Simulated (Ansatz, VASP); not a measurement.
**One calculation of Cd, two programs**

Contents of INCAR:

```
SYSTEM = Cd
PREC = Accurate
ENCUT = 520
EDIFF = 1E-8
ISMEAR = -1
SIGMA = 0.05
LREAL = .FALSE.
LASPH = .TRUE.
NELM = 100
ALGO = Normal
ISIF = 2
LWAVE = .FALSE.
LCHARG = .FALSE.
GGA = PS
LEFG = .TRUE.
NBANDS = 19
```

The input KPOINTS:

```
regular mesh
0
G
  16 16 7
  0 0 0
```

The input POSCAR:

```
Cd
1.0
    3.0372966056      0.0000000000      0.0000000000
   -1.5186483028      2.6303760192      0.0000000000
    0.0000000000      0.0000000000      5.7278279719
Cd
2
Direct
    0.3333333333      0.6666666667      0.2500000000
    0.6666666667      0.3333333333      0.7500000000
```

Input for Ansatz:

```yaml
crystal:
  lattice:
    - [3.0372966056, 0.0, 0.0]
    - [-1.5186483028, 2.6303760192, 0.0]
    - [0.0, 0.0, 5.7278279719]
  atoms:
    - { symbol: Cd, position: [0.3333333333, 0.6666666667, 0.25] }
    - { symbol: Cd, position: [0.6666666667, 0.3333333333, 0.75] }
kpoints:
  mp_grid: { grid: [16, 16, 7] }
scf:
  occupations: { method: fermi_dirac, width: 0.05 }
hamiltonian:
  xc: pbesol
  pseudopotentials: { kind: all_electron, datasets: crystal }
output:
  forces: true
  stress: true
  eigenvalues: true
  efg: { contact_densities: true }
```

Change from the starting cell: volume scaled by 1.06, crystal datasets.

Alike in both runs: task electric field gradients; functional PBEsol; k mesh 16 × 16 × 7; occupations fermi-dirac, width 0.05 eV; no spin polarisation.

|  | VASP | Ansatz |
| --- | --- | --- |
| version | VASP 6.6.1 | Ansatz 0.2.0 |
| potentials or method | VASP PAW PBE potentials, release 64 (Cd), cutoff 520 eV | all-electron PAW with datasets made for the crystal, scalar-relativistic |

```csv
,VASP,Ansatz,Ansatz less VASP
pressure (GPa),-3.9,-4.1,-0.27
"traceless stress, the component that is largest in VASP (GPa)",0.51,0.63,+0.115
size of Vzz on the site where it differs most (V/Å²),71.6,67.8,-3.80
```

VASP's potentials were made for PBE, not for PBEsol. Ansatz ran all-electron here, and VASP with PAW potentials.
